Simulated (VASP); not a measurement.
# HgH3 (Pm-3m) in VASP: further runs

HgH3 is run at these levels: PBE; tasks: relaxation of cell and atoms, relaxation of the atoms.

Everything below comes from runs of VASP 6.6.1. Logs are shortened: lines on timing, memory, paths and dates and some standing lists are left out, and cuts for length are marked.

### 1 The cell of the first run

The structure is cubic, space group Pm-3m (No. 221). The conventional cell has a = 4.878 Å, b = 4.878 Å, c = 4.878 Å, α = 90.00°, β = 90.00°, γ = 90.00°. Hg (site symmetry m-3m) has 6 H at 1.75 Å within 2.3 Å. Hg (site symmetry m-3m) has 24 H at 3.52 Å and 8 Hg at 4.22 Å within 4.6 Å. Within 1.8 Å of H (site symmetry 4mm) lie 1 H at 1.38 Å and 1 Hg at 1.75 Å.

The cell was generated, and may not be a known phase.

### 2 Relaxation of cell and atoms, PBE

Input file INCAR:

```
SYSTEM = HgH3
ALGO = Normal
EDIFF = 1E-7
EDIFFG = -0.04
ENCUT = 550
GGA = PE
GGA_COMPAT = .FALSE.
IBRION = 2
ISIF = 3
ISMEAR = 0
LASPH = .TRUE.
LCHARG = .FALSE.
LREAL = .FALSE.
LWAVE = .FALSE.
NELM = 120
NELMIN = 4
NSW = 90
PREC = Accurate
SIGMA = 0.1
```

Input file KPOINTS:

```
k-points
0
G
  4 4 4
  0 0 0
```

Input file POSCAR:

```
HgH3
1.0
    4.8778036500      0.0000000000      0.0000000000
    0.0000000000      4.8778036500      0.0000000000
    0.0000000000      0.0000000000      4.8778036500
Hg H
2 6
Direct
    0.5000000000      0.5000000000      0.5000000000
    0.0000000000      0.0000000000      0.0000000000
    0.1413488400      0.5000000000      0.5000000000
    0.8586511600      0.5000000000      0.5000000000
    0.5000000000      0.1413488400      0.5000000000
    0.5000000000      0.8586511600      0.5000000000
    0.5000000000      0.5000000000      0.1413488400
    0.5000000000      0.5000000000      0.8586511600
```

Potentials or basis: VASP PAW PBE potentials, release 64 (Hg_sv_GW, H).

Launch:

```bash
> cat potpaw_PBE.64/Hg_sv_GW/POTCAR potpaw_PBE.64/H/POTCAR > POTCAR
> mpirun -np 1 vasp_std > vasp.out
```

OUTCAR:

```text
SYSTEM = HgH3
   EDIFF = 1E-7
   EDIFFG = -0.04
   ENCUT = 550
   GGA = PE
   IBRION = 2
   ISIF = 3
   ISMEAR = 0
   LASPH = .TRUE.
   LREAL = .FALSE.
   NELM = 120
   NELMIN = 4
   NSW = 90
   PREC = Accurate

 ion  position               nearest neighbor table
   1  0.500  0.500  0.500-   3 1.75   4 1.75   5 1.75   6 1.75   7 1.75   8 1.75
   2  0.000  0.000  0.000-
   3  0.141  0.500  0.500-   1 1.75
   4  0.859  0.500  0.500-   1 1.75
   5  0.500  0.141  0.500-   1 1.75
   6  0.500  0.859  0.500-   1 1.75
   7  0.500  0.500  0.141-   1 1.75
   8  0.500  0.500  0.859-   1 1.75

  LATTYP: Found a simple cubic cell.
 ALAT       =     4.8778036500

  Lattice vectors:

 A1 = (   4.8778036500,   0.0000000000,   0.0000000000)
 A2 = (   0.0000000000,   4.8778036500,   0.0000000000)
 A3 = (   0.0000000000,   0.0000000000,   4.8778036500)

Analysis of symmetry for initial positions (statically):
=====================================================================
 Subroutine PRICEL returns:
 Original cell was already a primitive cell.

 Routine SETGRP: Setting up the symmetry group for a
 simple cubic supercell.

 Subroutine GETGRP returns: Found 48 space group operations
 (whereof 48 operations were pure point group operations)
 out of a pool of 48 trial point group operations.

The static configuration has the point symmetry O_h .

Analysis of symmetry for dynamics (positions and initial velocities):
=====================================================================
 Subroutine PRICEL returns:
 Original cell was already a primitive cell.

 Routine SETGRP: Setting up the symmetry group for a
 simple cubic supercell.

 Subroutine GETGRP returns: Found 48 space group operations
 (whereof 48 operations were pure point group operations)
 out of a pool of 48 trial point group operations.

The dynamic configuration has the point symmetry O_h .

 Subroutine INISYM returns: Found 48 space group operations
 (whereof 48 operations are pure point group operations),
 and found     1 'primitive' translations

----------------------------------------------------------------------------------------

                                     Primitive cell

  volume of cell :     116.0574

  direct lattice vectors                    reciprocal lattice vectors
     4.877803650  0.000000000  0.000000000     0.205010302  0.000000000  0.000000000
     0.000000000  4.877803650  0.000000000     0.000000000  0.205010302  0.000000000
     0.000000000  0.000000000  4.877803650     0.000000000  0.000000000  0.205010302

  length of vectors
     4.877803650  4.877803650  4.877803650     0.205010302  0.205010302  0.205010302

  position of ions in fractional coordinates (direct lattice)
     0.500000000  0.500000000  0.500000000
     0.000000000  0.000000000  0.000000000
     0.141348840  0.500000000  0.500000000
     0.858651160  0.500000000  0.500000000
     0.500000000  0.141348840  0.500000000
     0.500000000  0.858651160  0.500000000
     0.500000000  0.500000000  0.141348840
     0.500000000  0.500000000  0.858651160

  ion indices of the primitive-cell ions
   primitive index   ion index
                 1           1
                 2           2
                 3           3
                 4           4
                 5           5
                 6           6
                 7           7
                 8           8

----------------------------------------------------------------------------------------

 KPOINTS: k-points

Automatic generation of k-mesh.
 Grid dimensions read from file:
 generate k-points for:    4    4    4

 Generating k-lattice:

  Cartesian coordinates                     Fractional coordinates (reciprocal lattice)
     0.051252576  0.000000000  0.000000000     0.250000000  0.000000000  0.000000000
     0.000000000  0.051252576  0.000000000     0.000000000  0.250000000  0.000000000
     0.000000000  0.000000000  0.051252576     0.000000000  0.000000000  0.250000000

  Length of vectors
     0.051252576  0.051252576  0.051252576

  Shift w.r.t. Gamma in fractional coordinates (k-lattice)
     0.000000000  0.000000000  0.000000000

 Subroutine IBZKPT returns following result:
 ===========================================

 Found     10 irreducible k-points:

 Following reciprocal coordinates:
            Coordinates               Weight
  0.000000  0.000000  0.000000      1.000000
  0.250000  0.000000  0.000000      6.000000
  0.500000  0.000000  0.000000      3.000000
  0.250000  0.250000  0.000000     12.000000
  0.500000  0.250000  0.000000     12.000000
  0.500000  0.500000  0.000000      3.000000
  0.250000  0.250000  0.250000      8.000000
  0.500000  0.250000  0.250000     12.000000
  0.500000  0.500000  0.250000      6.000000
  0.500000  0.500000  0.500000      1.000000
   k-points           NKPTS =     10   k-points in BZ     NKDIM =     10   number of bands    NBANDS=     28
[... 25 lines left out ...]
   POTIM  = 0.5000    time-step for ionic-motion
   TEBEG  =    0.0;   TEEND  =   0.0 temperature during run
   PSTRESS=    0.0 pullay stress
   NELECT =      46.0000    total number of electrons
   NUPDOWN=      -1.0000    fix difference up-down
   EMIN   =  10.00;   EMAX   =-10.00  energy-range for DOS
   EFERMI =   0.00;   METHOD = LEGACY
   ISMEAR =     0;   SIGMA  =   0.10  broadening in eV -4-tet -1-fermi 0-gaus
   EFERMI_NEDOS =   21; number of points for ismear=-14 and -15
   IALGO  =     38    algorithm
   IMIX   =      4    mixing-type and parameters
     AMIX     =   0.40;   BMIX     =  1.00
     AMIX_MAG =   1.60;   BMIX_MAG =  1.00
  volume/ion in A,a.u.               =      14.51        97.90
  Fermi-wavevector in a.u.,A,eV,Ry     =   1.202550  2.272490 19.675744  1.446126
  Thomas-Fermi vector in A             =   2.338328
   LORBIT       =      0    0 simple, 1 ext, 2 COOP (PROOUT), +10 PAW based schemes
   GGA     = PE    functional components
   LHFCALC =     F    Hartree Fock is set to
   AEXX    =    0.0000 exact exchange contribution
   IVDW    =     0    specifies the selected vdW correction
   LEPSILON=     F    determine dielectric tensor
   LRPA    =     F    only Hartree local field effects (RPA)
 conjugate gradient relaxation of ions
 non-spin polarized calculation
 Gauss-broadening in eV      SIGMA  =   0.10
  energy-cutoff  :      550.00
  volume of cell :      116.06
 maximum number of plane-waves:      3448
 NGX is ok and might be reduce to    40
   NGX = 19   NGY = 19   NGZ = 19

--------------------------------------- Ionic step        1  -------------------------------------------

 number of electron      46.0000010 magnetization

 Free energy of the ion-electron system (eV)
  ---------------------------------------------------
  ext. energy  EPLUGINS =         0.00000000
  ---------------------------------------------------
  free energy    TOTEN  =       -15.67550628 eV

  energy without entropy =      -15.65071485  energy(sigma->0) =      -15.66311057

------------------------ aborting loop because EDIFF is reached ----------------------------------------

  FORCE on cell =-STRESS in cart. coord.  units (eV):
  Direction    XX          YY          ZZ          XY          YZ          ZX
  --------------------------------------------------------------------------------------
  -------------------------------------------------------------------------------------
  Total       -0.5860869     -0.5860869     -0.5860869      0.0000000      0.0000000      0.0000000
  in kB       -8.0909526     -8.0909526     -8.0909526      0.0000000      0.0000000      0.0000000
  external PRESSURE =      -8.0909526 kB  Pullay stress =       0.0000000 kB
[... 107 lines left out ...]
  FREE ENERGIE OF THE ION-ELECTRON SYSTEM (eV)
  ---------------------------------------------------
  free  energy   TOTEN  =       -16.6830248945 eV

  energy  without entropy=      -16.6693395610  energy(sigma->0) =      -16.67618223

 E-fermi :   1.4550     XC(G=0):  -7.4168

 val. band max:        1.1830241833   @ k =   0.0000   0.0000   0.0000
 cond. band min:       1.7455254137   @ k =   0.0000   0.0000   0.0000
 fundamental gap:      0.5625012304
 Fermi energy:         1.4550359883

 k-point     1 :       0.0000    0.0000    0.0000
  band No.  band energies     occupation
      1    -114.2325      2.00000
      2    -113.6673      2.00000
      3     -62.5813      2.00000
      4     -62.5813      2.00000
      5     -62.5813      2.00000
      6     -62.0191      2.00000
[... 299 lines left out ...]
     27       6.9847      0.00000
     28       6.9847      0.00000

[... ionic steps 4 to 15 ...]

--------------------------------------- Ionic step       16  -------------------------------------------

 number of electron      46.0000024 magnetization

------------------------ aborting loop because EDIFF is reached ----------------------------------------

  FORCE on cell =-STRESS in cart. coord.  units (eV):
  Direction    XX          YY          ZZ          XY          YZ          ZX
  --------------------------------------------------------------------------------------
  -------------------------------------------------------------------------------------
  Total        0.5864044      0.5864044      0.5864044      0.0000000      0.0000000      0.0000000
  in kB        4.1634325      4.1634325      4.1634325      0.0000000      0.0000000      0.0000000
  external PRESSURE =       4.1634325 kB  Pullay stress =       0.0000000 kB
[... 69 lines left out ...]
  energy  without entropy=      -19.3444722346  energy(sigma->0) =      -19.34447223

--------------------------------------- Ionic step       18  -------------------------------------------

 number of electron      46.0000020 magnetization

 Free energy of the ion-electron system (eV)
  ---------------------------------------------------
  ext. energy  EPLUGINS =         0.00000000
  ---------------------------------------------------
  free energy    TOTEN  =       -19.71406438 eV

  energy without entropy =      -19.71406438  energy(sigma->0) =      -19.71406438

 E-fermi :  -2.9206     XC(G=0):  -5.3966

 val. band max:       -3.3951514690   @ k =   0.0000   0.0000   0.0000
 cond. band min:       0.3579874928   @ k =   0.0000   0.0000   0.0000
 fundamental gap:      3.7531389619
 Fermi energy:        -2.9205880604

 k-point     1 :       0.0000    0.0000    0.0000
  band No.  band energies     occupation
      1    -115.8186      2.00000
      2    -115.5098      2.00000
      3     -64.1999      2.00000
      4     -64.1999      2.00000
      5     -64.1999      2.00000
      6     -63.8936      2.00000
[... 334 lines left out ...]
  FREE ENERGIE OF THE ION-ELECTRON SYSTEM (eV)
  ---------------------------------------------------
  free  energy   TOTEN  =       -19.7140643774 eV

  energy  without entropy=      -19.7140643774  energy(sigma->0) =      -19.71406438

 reached required accuracy - stopping structural energy minimisation
```

It took 6.8 min on 1 thread of AMD EPYC 9R45 (Zen 5), shared host; peak memory 0.25 GiB.

Results:

* Free energy: -19.7141 eV
* Relaxed volume: 28.40 Å³/atom
* Relaxed cell: a = 6.102 Å, b = 6.102 Å, c = 6.102 Å, α = 90.00°, β = 90.00°, γ = 90.00°
* Space group after relaxing (to 0.1 Å): Pm-3m (No. 221)
* Energy gained by relaxing: 504.8 meV/atom
* Ionic steps: 18
* Pressure after relaxing: -0.1 GPa
* Largest force after relaxing: 0.030 eV/Å
* Band gap on the k mesh: 3.75 eV

Forces on the atoms (eV/Å):
```
Hg   0.000  0.000  0.000
Hg   0.000  0.000  0.000
H   -0.030  0.000  0.000
H    0.030  0.000  0.000
H    0.000 -0.030  0.000
H    0.000  0.030  0.000
H    0.000  0.000 -0.030
H    0.000  0.000  0.030
```

Step by step:
```csv
step,energy change (eV),largest force (eV/Å),pressure (GPa),volume (Å³)
1,0.0000,0.6571,-0.81,116.06
2,-0.1298,0.6300,-1.24,114.83
3,-1.0075,2.5294,1.75,111.20
4,-2.2618,2.1501,12.74,104.18
5,-2.1521,1.8967,4.73,107.76
6,-2.5178,0.8442,8.53,105.96
7,-2.5315,0.0912,9.77,105.36
8,-2.5358,0.3773,9.33,105.57
9,-2.5644,0.2864,9.99,105.97
10,-2.5644,0.3058,10.01,105.98
11,-2.6219,0.3029,9.65,106.95
12,-2.7842,0.2936,8.66,109.90
13,-3.0660,0.2717,6.92,115.97
14,-3.4980,0.1550,4.48,128.76
15,-3.9410,0.1829,1.34,157.10
16,-4.0063,0.8800,0.42,225.66
17,-3.6690,2.2431,-1.54,233.14
18,-4.0386,0.0304,-0.09,227.22
```

Final structure:
```
CELL_PARAMETERS angstrom
6.10211 0.00000 0.00000
0.00000 6.10211 0.00000
0.00000 0.00000 6.10211
ATOMIC_POSITIONS crystal
Hg 0.50000 0.50000 0.50000
Hg 0.00000 0.00000 0.00000
H 0.06213 0.50000 0.50000
H 0.93787 0.50000 0.50000
H 0.50000 0.06213 0.50000
H 0.50000 0.93787 0.50000
H 0.50000 0.50000 0.06213
H 0.50000 0.50000 0.93787
```

Caveat: the volume moved by over 15 % at a fixed basis, so the end points are rough; spin-orbit coupling is left out, which moves the levels of the heavy elements. A k mesh can miss the band edges.

### 3 Relaxation of the atoms, PBE (43.25 Å³/atom)

This run uses another cell than the first one, of 43.25 Å³/atom.

Input file INCAR:

```
SYSTEM = HgH3
  PREC = Accurate
  ENCUT = 520
  EDIFF = 1E-6
  ISMEAR = 0
  SIGMA = 0.02
  LREAL = .False.
  LASPH = .True.
  NELM = 100
  ALGO = Normal
  ISIF = 2
  LWAVE = .False.
  LCHARG = .False.
  GGA = PE
  IBRION = 2
  NSW = 50
  EDIFFG = -0.01
```

Input file KPOINTS:

```
Automatic mesh
0
Gamma
  4 4 4
  0 0 0
```

Input file POSCAR:

```
HgH3
1.0
    7.0205489103      0.0000000000      0.0000000000
    0.0000000000      7.0205489103      0.0000000000
    0.0000000000      0.0000000000      7.0205489103
Hg H
2 6
Direct
    0.5000000000      0.5000000000      0.5000000000
    0.0000000000      0.0000000000      0.0000000000
    0.0530236494      0.5000000000      0.5000000000
    0.9469763506      0.5000000000      0.5000000000
    0.5000000000      0.0530236494      0.5000000000
    0.5000000000      0.9469763506      0.5000000000
    0.5000000000      0.5000000000      0.0530236494
    0.5000000000      0.5000000000      0.9469763506
```

Potentials or basis: VASP PAW PBE potentials, release 64 (Hg, H).

Launch:

```bash
> cat potpaw_PBE.64/Hg/POTCAR potpaw_PBE.64/H/POTCAR > POTCAR
> mpirun -np 1 vasp_std > vasp.out
```

Wall time 3.1 min (1 thread of AMD EPYC 7R43 (Zen 3), shared host); peak memory 0.4 GiB.

The run converged. Its results:

```yaml
Free_energy: -20.4028 eV
Energy_gained_by_relaxing: 0.4 meV/atom
Ionic_steps: 3
Pressure_after_relaxing: 0.0 GPa
Band_gap_on_the_k_mesh: 4.77 eV
```

Step by step:
```tsv
step	energy change (eV)	largest force (eV/Å)	pressure (GPa)
1	0.0000	0.2646	0.07
2	0.0125	0.5669	-0.23
3	-0.0030	0.0001	-0.02
```

Final structure:
```
CELL_PARAMETERS angstrom
7.02055 0.00000 0.00000
0.00000 7.02055 0.00000
0.00000 0.00000 7.02055
ATOMIC_POSITIONS crystal
Hg 0.50000 0.50000 0.50000
Hg 0.00000 0.00000 0.00000
H 0.05357 0.50000 0.50000
H 0.94643 0.50000 0.50000
H 0.50000 0.05357 0.50000
H 0.50000 0.94643 0.50000
H 0.50000 0.50000 0.05357
H 0.50000 0.50000 0.94643
```

Levels at points of the mesh, in eV from the valence-band top:
| k point | band 11 | band 12 | band 13 | band 14 | band 15 | band 16 | band 17 | band 18 | band 19 | band 20 |
| --- | --- | --- | --- | --- | --- | --- | --- | --- | --- | --- |
| (0.00, 0.00, 0.00) | -3.17 | -3.17 | -3.17 | -0.17 | 0.00 | 4.77 | 4.77 | 4.77 | 6.24 | 6.24 |
| (0.50, 0.00, 0.00) | -3.18 | -3.17 | -3.17 | -0.18 | -0.14 | 5.00 | 5.00 | 5.45 | 5.75 | 5.93 |
| (0.50, 0.50, 0.00) | -3.17 | -3.17 | -3.17 | -0.35 | -0.12 | 5.06 | 5.06 | 5.10 | 6.10 | 6.72 |
| (0.50, 0.50, 0.50) | -3.17 | -3.17 | -3.17 | -0.51 | -0.10 | 5.22 | 5.22 | 5.22 | 6.11 | 6.11 |

Caveat: spin-orbit coupling is left out, which moves the levels of the heavy elements. A k mesh can miss the band edges.

### 4 Relaxation of the atoms, PBE (48.78 Å³/atom)

This run uses another cell than the first one, of 48.78 Å³/atom.

Input file INCAR:

```
SYSTEM = HgH3
PREC = Accurate ; ENCUT = 520
EDIFF = 1E-6 ; ISMEAR = 0
SIGMA = 0.02 ; LREAL = .FALSE.
LASPH = .TRUE. ; NELM = 60
ALGO = Normal ; ISIF = 2
LWAVE = .FALSE. ; LCHARG = .FALSE.
GGA = PE ; IBRION = 2
NSW = 50 ; EDIFFG = -0.01
```

Input file KPOINTS:

```
regular mesh
0
G
  4 4 4
  0 0 0
```

Input file POSCAR:

```
HgH3
1.0
    7.3074144536      0.0000000000      0.0000000000
    0.0000000000      7.3074144536      0.0000000000
    0.0000000000      0.0000000000      7.3074144536
Hg H
2 6
Direct
    0.5000000000      0.5000000000      0.5000000000
    0.0000000000      0.0000000000      0.0000000000
    0.0519549898      0.5000000000      0.5000000000
    0.9480450102      0.5000000000      0.5000000000
    0.5000000000      0.0519549898      0.5000000000
    0.5000000000      0.9480450102      0.5000000000
    0.5000000000      0.5000000000      0.0519549898
    0.5000000000      0.5000000000      0.9480450102
```

Launch:

```bash
> cat potpaw_PBE.64/Hg/POTCAR potpaw_PBE.64/H/POTCAR > POTCAR
> mpirun -np 1 vasp_std > vasp.out
```

Wall time 4.2 min (1 thread of Intel Xeon 8259CL, shared host); peak memory 0.45 GiB.

It converged, with:

| Quantity | Value |
| --- | --- |
| Free energy | -20.4074 eV |
| Energy gained by relaxing | 0.4 meV/atom |
| Ionic steps | 3 |
| Pressure after relaxing | 0.0 GPa |
| Band gap on the k mesh | 4.92 eV |

The path:
| step | energy change (eV) | largest force (eV/Å) | pressure (GPa) |
| --- | --- | --- | --- |
| 1 | 0.0000 | 0.2543 | -0.13 |
| 2 | 0.0120 | 0.6033 | 0.14 |
| 3 | -0.0030 | 0.0000 | -0.05 |

Final structure:
```xyz
8
Lattice="7.3074 0.0000 0.0000 0.0000 7.3074 0.0000 0.0000 0.0000 7.3074" Properties=species:S:1:pos:R:3 pbc="T T T"
Hg    3.6537    3.6537    3.6537
Hg    0.0000    0.0000    0.0000
H     0.3758    3.6537    3.6537
H     6.9316    3.6537    3.6537
H     3.6537    0.3758    3.6537
H     3.6537    6.9316    3.6537
H     3.6537    3.6537    0.3758
H     3.6537    3.6537    6.9316
```

Levels at points of the mesh, in eV from the valence-band top:
| k point | band 13 | band 14 | band 15 | band 16 | band 17 | band 18 |
| --- | --- | --- | --- | --- | --- | --- |
| (0.00, 0.00, 0.00) | -3.10 | -0.10 | 0.00 | 4.92 | 4.92 | 4.92 |
| (0.50, 0.00, 0.00) | -3.09 | -0.15 | -0.06 | 5.13 | 5.13 | 5.50 |
| (0.50, 0.50, 0.00) | -3.09 | -0.26 | -0.05 | 5.15 | 5.15 | 5.21 |
| (0.50, 0.50, 0.50) | -3.09 | -0.38 | -0.03 | 5.34 | 5.34 | 5.34 |

Caveat: spin-orbit coupling is left out, which moves the levels of the heavy elements. A k mesh can miss the band edges.

### 5 The runs side by side

| task | potentials or basis | cell | cutoff (eV) | smearing | gap on the mesh (eV) | pressure (GPa) |
| --- | --- | --- | --- | --- | --- | --- |
| relaxation of cell and atoms | VASP PAW PBE potentials, release 64 (Hg_sv_GW, H) | relaxed from a = 4.878 Å, 8 atoms, atomic positions A | 550 | gaussian 0.1 eV | 3.75 | -0.1 |
| relaxation of the atoms | VASP PAW PBE potentials, release 64 (Hg, H) | atoms relaxed from a = 7.021 Å, 8 atoms, atomic positions B | 520 | gaussian 0.02 eV | 4.77 | 0.0 |
| relaxation of the atoms | VASP PAW PBE potentials, release 64 (Hg, H) | atoms relaxed from a = 7.307 Å, 8 atoms, atomic positions C | 520 | gaussian 0.02 eV | 4.92 | 0.0 |

Alike in all rows: level PBE; no spin polarisation; k mesh 4 × 4 × 4.

Caveats: spin-orbit coupling is left out, which moves the levels of the heavy elements; the volume moved by over 15 % at a fixed basis, so the end points are rough (at least some runs).

Absolute energies hang on the potentials; compare differences alone.
